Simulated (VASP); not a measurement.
# SnO2 (P4_2/mnm) in VASP: settings compared, part 2 of 2

VASP 6.6.1.

## 3. Single point, r2SCAN

This run uses another cell than the first one, of 12.80 Å³/atom.

Input file POSCAR:

```
SnO2
1.0
    4.8519461600      0.0000000000      0.0000000000
    0.0000000000      4.8519461600      0.0000000000
    0.0000000000      0.0000000000      3.2629147900
Sn O
2 4
Direct
    0.0000000000      0.0000000000      0.0000000000
    0.5000000000      0.5000000000      0.5000000000
    0.3074050937      0.3074050937      0.0000000000
    0.1925949063      0.8074050937      0.5000000000
    0.6925949063      0.6925949063      0.0000000000
    0.8074050937      0.1925949063      0.5000000000
```

Input file INCAR.step1:

```
SYSTEM = SnO2
ALGO = Normal ; EDIFF = 1E-4
ENCUT = 520 ; GGA = PE
ISMEAR = -1 ; LASPH = .True.
LCHARG = .False. ; LREAL = .False.
LWAVE = .True. ; NBANDS = 35
NELM = 60 ; PREC = Accurate
SIGMA = 0.02
```

Input file INCAR.step2:

```
SYSTEM = SnO2
ALGO = Normal ; EDIFF = 1E-7
ENCUT = 520 ; ISIF = 2
ISMEAR = -1 ; ISTART = 1
LASPH = .True. ; LCHARG = .False.
LMIXTAU = .True. ; LREAL = .False.
LWAVE = .False. ; METAGGA = R2SCAN
NBANDS = 35 ; NELM = 60
PREC = Accurate ; SIGMA = 0.02
```

Input file KPOINTS:

```
k-points
0
Gamma
  6 6 10
  0 0 0
```

Potentials or basis: VASP PAW PBE potentials, release 64 (Sn_d, O).

The run is started by

```
cat potpaw_PBE.64/Sn_d/POTCAR potpaw_PBE.64/O/POTCAR > POTCAR
cp INCAR.step1 INCAR
mpirun -np 1 vasp_std > vasp.out
cp INCAR.step2 INCAR
mpirun -np 1 vasp_std > vasp.out
```

OUTCAR:

```text
SYSTEM = SnO2
   EDIFF = 1E-7
   ENCUT = 520
   ISIF = 2
   ISMEAR = -1
   ISTART = 1
   LASPH = .True.
   LREAL = .False.
   METAGGA = R2SCAN
   NELM = 60
   PREC = Accurate

 ion  position               nearest neighbor table
   1  0.000  0.000  0.000-   4 2.10   6 2.10   4 2.10   6 2.10   5 2.11   3 2.11
   2  0.500  0.500  0.500-   3 2.10   5 2.10   3 2.10   5 2.10   4 2.11   6 2.11
   3  0.307  0.307  0.000-   2 2.10   2 2.10   1 2.11
   4  0.193  0.807  0.500-   1 2.10   1 2.10   2 2.11
   5  0.693  0.693  0.000-   2 2.10   2 2.10   1 2.11
   6  0.807  0.193  0.500-   1 2.10   1 2.10   2 2.11

  LATTYP: Found a simple tetragonal cell.
 ALAT       =     4.8519461600
 C/A-ratio  =     0.6724960835

  Lattice vectors:

 A1 = (   4.8519461600,   0.0000000000,   0.0000000000)
 A2 = (   0.0000000000,   4.8519461600,   0.0000000000)
 A3 = (   0.0000000000,   0.0000000000,   3.2629147900)

Analysis of symmetry for initial positions (statically):
=====================================================================
 Subroutine PRICEL returns:
 Original cell was already a primitive cell.

 Routine SETGRP: Setting up the symmetry group for a
 simple tetragonal supercell.

 Subroutine GETGRP returns: Found 16 space group operations
[... 174 lines left out ...]
 E-fermi :   5.3043     XC(G=0): -11.6419

 val. band max:        4.9046193196   @ k =   0.0000   0.0000   0.0000
 cond. band min:       6.0584231466   @ k =   0.0000   0.0000   0.0000
 fundamental gap:      1.1538038271
 Fermi energy:         5.3042965794

 k-point     1 :       0.0000    0.0000    0.0000
  band No.  band energies     occupation
      1     -16.7362      2.00000
      2     -15.9771      2.00000
      3     -15.7638      2.00000
      4     -15.7638      2.00000
      5     -15.7456      2.00000
      6     -15.6852      2.00000
[... 901 lines left out ...]
     34      17.8291      0.00000
     35      17.9237      0.00000

 [... further k-points ...]
[... 5 lines left out ...]
  --------------------------------------------------------------------------------------
  -------------------------------------------------------------------------------------
  Total       -4.2401740     -4.2401740     -5.4712736     -0.0000000      0.0000000      0.0000000
  in kB      -88.4415984    -88.4415984   -114.1198881     -0.0000000      0.0000000      0.0000000
  external PRESSURE =     -97.0010283 kB  Pullay stress =       0.0000000 kB

 VOLUME and BASIS-vectors are now :
 -----------------------------------------------------------------------------
  energy-cutoff  :      520.00
  volume of cell :       76.81
      direct lattice vectors                 reciprocal lattice vectors
     4.851946160  0.000000000  0.000000000     0.206102864  0.000000000  0.000000000
     0.000000000  4.851946160  0.000000000     0.000000000  0.206102864  0.000000000
     0.000000000  0.000000000  3.262914790     0.000000000  0.000000000  0.306474445

 POSITION                                       TOTAL-FORCE (eV/Angst)
 -----------------------------------------------------------------------------------
      0.00000      0.00000      0.00000         0.000000      0.000000     -0.000000
      2.42597      2.42597      1.63146         0.000000      0.000000     -0.000000
      1.49151      1.49151      0.00000        -0.023055     -0.023055      0.000000
      0.93446      3.91749      1.63146         0.023055     -0.023055      0.000000
      3.36043      3.36043      0.00000         0.023055      0.023055     -0.000000
      3.91749      0.93446      1.63146        -0.023055      0.023055     -0.000000
 -----------------------------------------------------------------------------------
    total drift:                                0.000000      0.000000      0.000000

  FREE ENERGIE OF THE ION-ELECTRON SYSTEM (eV)
  ---------------------------------------------------
  free  energy   TOTEN  =       -84.5123354851 eV

  energy  without entropy=      -84.5123354851  energy(sigma->0) =      -84.51233549
```

OSZICAR.step1:

```text
N       E                     dE             d eps       ncg     rms          rms(c)
DAV:   1     0.636178936858E+03    0.63618E+03   -0.25512E+04  4593   0.227E+03
DAV:   2     0.568841189382E+02   -0.57929E+03   -0.54560E+03  4600   0.605E+02
DAV:   3    -0.384615891383E+02   -0.95346E+02   -0.93484E+02  4678   0.206E+02
DAV:   4    -0.432848065860E+02   -0.48232E+01   -0.47898E+01  5293   0.501E+01
DAV:   5    -0.434137594382E+02   -0.12895E+00   -0.12876E+00  5321   0.866E+00    0.155E+01
DAV:   6    -0.372422838656E+02    0.61715E+01   -0.17640E+01  6695   0.646E+01    0.598E+00
DAV:   7    -0.373362037185E+02   -0.93920E-01   -0.19911E+00  4872   0.787E+00    0.316E+00
DAV:   8    -0.373111801018E+02    0.25024E-01   -0.19494E-01  6153   0.377E+00    0.737E-01
DAV:   9    -0.373028546686E+02    0.83254E-02   -0.34895E-02  6868   0.272E+00    0.128E-01
DAV:  10    -0.373037212572E+02   -0.86659E-03   -0.43498E-03  5317   0.596E-01    0.460E-02
DAV:  11    -0.373037890742E+02   -0.67817E-04   -0.16867E-04  4406   0.127E-01
   1 F= -.37303789E+02 E0= -.37303789E+02  d E =-.154866E-07
```

Run time: 2.9 min. Hardware: 1 thread of Intel Xeon 6975P-C (Granite Rapids), shared host; peak memory 0.26 GiB.

What came out:

| Quantity | Value |
| --- | --- |
| Free energy | -84.5123 eV |
| Pressure | -9.7 GPa |
| Largest force | 0.033 eV/Å |
| Band gap on the k mesh | 1.15 eV |

Forces in eV/Å, atoms in the order of the input:
```
Sn   0.000  0.000  0.000
Sn   0.000  0.000  0.000
O   -0.023 -0.023  0.000
O    0.023 -0.023  0.000
O    0.023  0.023  0.000
O   -0.023  0.023  0.000
```

Caveat: the cell stands under tension; the PAW data sets were made with another functional, which shifts forces and pressure a little; spin-orbit coupling is left out, which moves the levels of the heavy elements. r2SCAN opens gaps a little over a GGA but as a rule still falls short of measured ones.

## 4. Relaxation of cell and atoms, PBE

This run uses another cell than the first one, of 11.92 Å³/atom.

Input file INCAR:

```
SYSTEM = SnO2
PREC = Accurate
ENCUT = 600
EDIFF = 1E-6
ISMEAR = -1
SIGMA = 0.02
LREAL = .FALSE.
LASPH = .TRUE.
NELM = 100
ALGO = Normal
ISIF = 3
LWAVE = .FALSE.
LCHARG = .FALSE.
GGA = PE
IBRION = 2
NSW = 80
EDIFFG = -0.01
```

Input file KPOINTS:

```
Automatic mesh
0
G
  6 6 8
  0 0 0
```

Input file POSCAR:

```
SnO2
1.0
    4.7380000000      0.0000000000      0.0000000000
    0.0000000000      4.7380000000      0.0000000000
    0.0000000000      0.0000000000      3.1865000000
Sn O
2 4
Direct
    0.0000000000      0.0000000000      0.0000000000
    0.5000000000      0.5000000000      0.5000000000
    0.3071000000      0.3071000000      0.0000000000
    0.1929000000      0.8071000000      0.5000000000
    0.6929000000      0.6929000000      0.0000000000
    0.8071000000      0.1929000000      0.5000000000
```

Potentials or basis: VASP PAW PBE potentials, release 64 (Sn_d, O).

The run is started by

```
cat potpaw_PBE.64/Sn_d/POTCAR potpaw_PBE.64/O/POTCAR > POTCAR
mpirun -np 1 vasp_std > vasp.out
```

OUTCAR:

```text
SYSTEM = SnO2
   PREC = Accurate
   ENCUT = 600
   EDIFF = 1E-6
   ISMEAR = -1
   LREAL = .FALSE.
   LASPH = .TRUE.
   NELM = 100
   ISIF = 3
   GGA = PE
   IBRION = 2
   NSW = 80
   EDIFFG = -0.01

 ion  position               nearest neighbor table
   1  0.000  0.000  0.000-   4 2.05   6 2.05   4 2.05   6 2.05   5 2.06   3 2.06   2 3.71   2 3.71
                             2 3.71   2 3.71   2 3.71   2 3.71   2 3.71   2 3.71
   2  0.500  0.500  0.500-   3 2.05   5 2.05   3 2.05   5 2.05   4 2.06   6 2.06   1 3.71   1 3.71
                             1 3.71   1 3.71   1 3.71   1 3.71   1 3.71   1 3.71
   3  0.307  0.307  0.000-   2 2.05   2 2.05   1 2.06
   4  0.193  0.807  0.500-   1 2.05   1 2.05   2 2.06
   5  0.693  0.693  0.000-   2 2.05   2 2.05   1 2.06
   6  0.807  0.193  0.500-   1 2.05   1 2.05   2 2.06

  LATTYP: Found a simple tetragonal cell.
 ALAT       =     4.7380000000
 C/A-ratio  =     0.6725411566

  Lattice vectors:

 A1 = (   4.7380000000,   0.0000000000,   0.0000000000)
 A2 = (   0.0000000000,   4.7380000000,   0.0000000000)
 A3 = (   0.0000000000,   0.0000000000,   3.1865000000)

Analysis of symmetry for initial positions (statically):
=====================================================================
 Subroutine PRICEL returns:
 Original cell was already a primitive cell.

 Routine SETGRP: Setting up the symmetry group for a
 simple tetragonal supercell.

 Subroutine GETGRP returns: Found 16 space group operations
 (whereof  8 operations were pure point group operations)
 out of a pool of 16 trial point group operations.

The static configuration has the point symmetry D_2h.
 The point group associated with its full space group is D_4h.

Analysis of symmetry for dynamics (positions and initial velocities):
=====================================================================
 Subroutine PRICEL returns:
 Original cell was already a primitive cell.

 Routine SETGRP: Setting up the symmetry group for a
 simple tetragonal supercell.

 Subroutine GETGRP returns: Found 16 space group operations
 (whereof  8 operations were pure point group operations)
 out of a pool of 16 trial point group operations.

The dynamic configuration has the point symmetry D_2h.
 The point group associated with its full space group is D_4h.

 Subroutine INISYM returns: Found 16 space group operations
 (whereof  8 operations are pure point group operations),
 and found     1 'primitive' translations

----------------------------------------------------------------------------------------

                                     Primitive cell

  volume of cell :      71.5326

  direct lattice vectors                    reciprocal lattice vectors
     4.738000000  0.000000000  0.000000000     0.211059519  0.000000000  0.000000000
     0.000000000  4.738000000  0.000000000     0.000000000  0.211059519  0.000000000
     0.000000000  0.000000000  3.186500000     0.000000000  0.000000000  0.313823945

  length of vectors
     4.738000000  4.738000000  3.186500000     0.211059519  0.211059519  0.313823945

  position of ions in fractional coordinates (direct lattice)
     0.000000000  0.000000000  0.000000000
[... 38 lines left out ...]

 Found     50 irreducible k-points:

 Following reciprocal coordinates:
            Coordinates               Weight
  0.000000  0.000000  0.000000      1.000000
  0.166667  0.000000  0.000000      4.000000
  0.333333  0.000000  0.000000      4.000000
  0.500000  0.000000  0.000000      2.000000
  0.166667  0.166667  0.000000      4.000000
  0.333333  0.166667  0.000000      8.000000
[... 16 lines left out ...]
  0.333333  0.000000  0.250000      8.000000
  0.500000  0.000000  0.250000      4.000000
 [... further k-points ...]
   k-points           NKPTS =     50   k-points in BZ     NKDIM =     50   number of bands    NBANDS=     31
   number of dos      NEDOS =    301   number of ions     NIONS =      6
   total plane-waves  NPLWV =  44800
   dimension x,y,z NGX =    40 NGY =   40 NGZ =   28
   dimension x,y,z NGXF=    80 NGYF=   80 NGZF=   56
   ions per type =               2   4
   NGX,Y,Z   is equivalent  to a cutoff of  14.04, 14.04, 14.61 a.u.
   NGXF,Y,Z  is equivalent  to a cutoff of  28.07, 28.07, 29.22 a.u.
 SYSTEM =  SnO2
   PREC   = accura    normal or accurate (medium, high low for compatibility)
   ISTART =      0    job   : 0-new  1-cont  2-samecut
   ICHARG =      2    charge: 1-file 2-atom 10-const
   ISPIN  =      1    spin polarized calculation?
   LNONCOLLINEAR =      F non collinear calculations
   LSORBIT =      F    spin-orbit coupling
   LASPH  =      T    aspherical Exc in radial PAW
   ENCUT  =  600.0 eV  44.10 Ry    6.64 a.u.   9.46  9.46  6.36*2*pi/ulx,y,z
   NELM   =    100;   NELMIN=  2; NELMDL= -5     # of ELM steps
   EDIFF  = 0.1E-05   stopping-criterion for ELM
   LREAL  =      F    real-space projection
   EDIFFG = -.1E-01   stopping-criterion for IOM
   NSW    =     80    number of steps for IOM
   IBRION =      2    ionic relax: 0-MD 1-quasi-New 2-CG
   NFREE  =      1    steps in history (QN), initial steepest desc. (CG)
   ISIF   =      3    stress and relaxation
   ISYM   =      2    0-nonsym 1-usesym 2-fastsym
   POTIM  = 0.5000    time-step for ionic-motion
   TEBEG  =    0.0;   TEEND  =   0.0 temperature during run
   PSTRESS=    0.0 pullay stress
   NELECT =      52.0000    total number of electrons
   NUPDOWN=      -1.0000    fix difference up-down
   EMIN   =  10.00;   EMAX   =-10.00  energy-range for DOS
   EFERMI =   0.00;   METHOD = LEGACY
   ISMEAR =    -1;   SIGMA  =   0.02  broadening in eV -4-tet -1-fermi 0-gaus
   EFERMI_NEDOS =   21; number of points for ismear=-14 and -15
   IALGO  =     38    algorithm
   IMIX   =      4    mixing-type and parameters
     AMIX     =   0.40;   BMIX     =  1.00
     AMIX_MAG =   1.60;   BMIX_MAG =  1.00
  volume/ion in A,a.u.               =      11.92        80.45
  Fermi-wavevector in a.u.,A,eV,Ry     =   1.472000  2.781677 29.480903  2.166785
  Thomas-Fermi vector in A             =   2.587068
   LORBIT       =      0    0 simple, 1 ext, 2 COOP (PROOUT), +10 PAW based schemes
   GGA     = PE    functional components
   LHFCALC =     F    Hartree Fock is set to
   AEXX    =    0.0000 exact exchange contribution
   IVDW    =     0    specifies the selected vdW correction
   LEPSILON=     F    determine dielectric tensor
   LRPA    =     F    only Hartree local field effects (RPA)
 conjugate gradient relaxation of ions
 non-spin polarized calculation
  energy-cutoff  :      600.00
  volume of cell :       71.53
 maximum number of plane-waves:      2409
 NGX is ok and might be reduce to    40
   NGX = 19   NGY = 19   NGZ = 13

--------------------------------------- Ionic step        1  -------------------------------------------

 number of electron      52.0000000 magnetization

 Free energy of the ion-electron system (eV)
  ---------------------------------------------------
  ext. energy  EPLUGINS =         0.00000000
  ---------------------------------------------------
  free energy    TOTEN  =       -37.16963952 eV

  energy without entropy =      -37.16963952  energy(sigma->0) =      -37.16963952

------------------------ aborting loop because EDIFF is reached ----------------------------------------

  FORCE on cell =-STRESS in cart. coord.  units (eV):
  Direction    XX          YY          ZZ          XY          YZ          ZX
  --------------------------------------------------------------------------------------
  -------------------------------------------------------------------------------------
  Total        4.6951333      4.6951333      6.1573617     -0.0000000      0.0000000      0.0000000
  in kB      105.1609439    105.1609439    137.9117328     -0.0000000      0.0000000      0.0000000
  external PRESSURE =     116.0778735 kB  Pullay stress =       0.0000000 kB
[... 267 lines left out ...]
--------------------------------------- Ionic step        8  -------------------------------------------

 number of electron      52.0000001 magnetization

 Free energy of the ion-electron system (eV)
  ---------------------------------------------------
  ext. energy  EPLUGINS =         0.00000000
  ---------------------------------------------------
  free energy    TOTEN  =       -37.31180386 eV

  energy without entropy =      -37.31180386  energy(sigma->0) =      -37.31180386

 E-fermi :   5.8163     XC(G=0): -10.9619

 val. band max:        5.4989931774   @ k =   0.0000   0.0000   0.0000
 cond. band min:       6.1344297016   @ k =   0.0000   0.0000   0.0000
 fundamental gap:      0.6354365241
 Fermi energy:         5.8163442453

 k-point     1 :       0.0000    0.0000    0.0000
  band No.  band energies     occupation
      1     -15.5321      2.00000
      2     -14.8726      2.00000
      3     -14.6852      2.00000
      4     -14.6577      2.00000
      5     -14.6577      2.00000
      6     -14.5939      2.00000
[... 805 lines left out ...]
     30      13.8711      0.00000
     31      14.5162      0.00000

 [... further k-points ...]
[... 5 lines left out ...]
  --------------------------------------------------------------------------------------
  -------------------------------------------------------------------------------------
  Total       -0.0076711     -0.0076711     -0.0405017      0.0000000      0.0000000      0.0000000
  in kB       -0.1624162     -0.1624162     -0.8575200      0.0000000      0.0000000      0.0000000
  external PRESSURE =      -0.3941175 kB  Pullay stress =       0.0000000 kB
[... 21 lines left out ...]
  FREE ENERGIE OF THE ION-ELECTRON SYSTEM (eV)
  ---------------------------------------------------
  free  energy   TOTEN  =       -37.3118038566 eV

  energy  without entropy=      -37.3118038560  energy(sigma->0) =      -37.31180386

 reached required accuracy - stopping structural energy minimisation
```

It took 4.2 min on 1 thread of Intel Xeon 6975P-C (Granite Rapids), shared host; peak memory 0.28 GiB.

What came out:

* Free energy: -37.3118 eV
* Relaxed volume: 12.61 Å³/atom
* Relaxed cell: a = 4.830 Å, b = 4.830 Å, c = 3.243 Å, α = 90.00°, β = 90.00°, γ = 90.00°
* Space group after relaxing (to 0.1 Å): P4_2/mnm (No. 136)
* Energy gained by relaxing: 23.7 meV/atom
* Ionic steps: 8
* Pressure after relaxing: 0.0 GPa
* Largest force after relaxing: 0.004 eV/Å
* Band gap on the k mesh: 0.64 eV

Forces in eV/Å, atoms in the order of the input:
```
Sn   0.000  0.000  0.000
Sn   0.000  0.000  0.000
O   -0.003 -0.003  0.000
O    0.003 -0.003  0.000
O    0.003  0.003  0.000
O   -0.003  0.003  0.000
```

Step by step:
```tsv
step	energy change (eV)	largest force (eV/Å)	pressure (GPa)	volume (Å³)
1	0.0000	0.2935	11.61	71.53
2	0.0636	0.3606	-10.52	80.85
3	-0.1403	0.0639	-0.01	75.51
4	-0.1403	0.0579	0.21	75.43
5	-0.1420	0.0032	0.09	75.57
6	-0.1421	0.0193	0.06	75.63
7	-0.1422	0.0007	-0.11	75.68
8	-0.1422	0.0042	-0.04	75.67
```

Final structure:
```
CELL_PARAMETERS angstrom
4.83035 0.00000 0.00000
0.00000 4.83035 0.00000
0.00000 0.00000 3.24327
ATOMIC_POSITIONS crystal
Sn 0.00000 0.00000 0.00000
Sn 0.50000 0.50000 0.50000
O 0.30658 0.30658 0.00000
O 0.19342 0.80658 0.50000
O 0.69342 0.69342 0.00000
O 0.80658 0.19342 0.50000
```

Levels at points of the mesh, in eV from the valence-band top:
```
           k point  band 23  band 24  band 25  band 26  band 27  band 28  band 29  band 30
(0.00, 0.00, 0.00)    -1.26    -0.74    -0.74     0.00     0.64     5.65     6.04     6.04
(0.50, 0.00, 0.00)    -1.21    -1.21    -0.60    -0.60     3.85     3.85     6.78     6.78
(0.50, 0.50, 0.00)    -1.33    -1.33    -0.85    -0.85     4.24     4.24     7.13     7.13
(0.00, 0.00, 0.50)    -1.52    -1.52    -1.18    -1.18     5.55     5.55     9.34     9.34
(0.50, 0.00, 0.50)    -1.01    -1.01    -0.75    -0.75     5.81     5.81     7.59     7.59
(0.50, 0.50, 0.50)    -0.91    -0.91    -0.78    -0.78     4.32     4.32     8.60     8.60
```

Caveat: semilocal functionals underestimate gaps, and a narrow one can read as zero; spin-orbit coupling is left out, which moves the levels of the heavy elements. PBE usually gives volumes a little too large and moduli too small.

## 5. Summary

```tsv
task	level	cell	k mesh	cutoff (eV)	gap on the mesh (eV)	pressure (GPa)	largest force (eV/Å)
single point	r2SCAN	a = 4.821, b = 4.821, c = 3.242 Å, 6 atoms, atomic positions A	6 × 6 × 10	520	1.36	-6.5	0.03
single point	r2SCAN	a = 4.852, b = 4.852, c = 3.263 Å, 6 atoms, atomic positions B	6 × 6 × 10	520	1.15	-9.7	0.03
relaxation of cell and atoms	PBE	relaxed from a = 4.738, b = 4.738, c = 3.187 Å, 6 atoms, atomic positions C	6 × 6 × 8	600	0.64	0.0	-
```

Alike in all rows: potentials or basis VASP PAW PBE potentials, release 64 (Sn_d, O); no spin polarisation; smearing fermi-dirac 0.02 eV.

Caveats: spin-orbit coupling is left out, which moves the levels of the heavy elements; the cell stands under tension (at least some runs); the PAW data sets were made with another functional, which shifts forces and pressure a little (at least some runs); semilocal functionals underestimate gaps, and a narrow one can read as zero (at least some runs).

Total energies depend on the potentials used, so only differences within one code and one set of settings carry meaning.
